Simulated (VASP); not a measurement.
# GaSb (rocksalt type): single point with PBE

Crystal: GaSb (rocksalt type).

```
Ga Sb
1.0
     0.00000    2.77835    2.77835
     2.77835    0.00000    2.77835
     2.77835    2.77835    0.00000
Ga Sb
1 1
Direct
  0.00000 0.00000 0.00000
  0.50000 0.50000 0.50000
```

This cell differs from its parent crystal: volume scaled by 0.88.

```yaml
Program: VASP 6.6.1
Task: single point
Functional: PBE
Potentials_or_basis: VASP PAW PBE potentials, release 64 (Ga_d, Sb)
Cutoff: 520 eV
k_mesh: 13 × 13 × 13
Occupations: fermi-dirac, width 0.08 eV
Spin: no spin polarisation
Dipole_correction: no
Further_INCAR_settings: ALGO = Normal; EDIFF = 1e-07; NBANDS = 16
```

| Item | Value |
| --- | --- |
| Pressure | 9.7 GPa |
| Band gap on the k mesh | zero (band 9 reaches 8.82 eV, above the bottom of band 10 at 5.08 eV) |

Levels at points of the mesh, in eV from the Fermi level:
```csv
k point,band 5,band 6,band 7,band 8,band 9,band 10,band 11,band 12,band 13,band 14
"(0.00, 0.00, 0.00)",-14.99,-12.78,0.13,0.13,0.13,0.86,6.32,6.32,6.32,6.62
```

Run time: 100 s on 1 thread of AMD EPYC 7R13 (shared host), peak memory 0.18 GiB.

Caveat: spin-orbit coupling is left out, which moves the levels of the heavy elements.
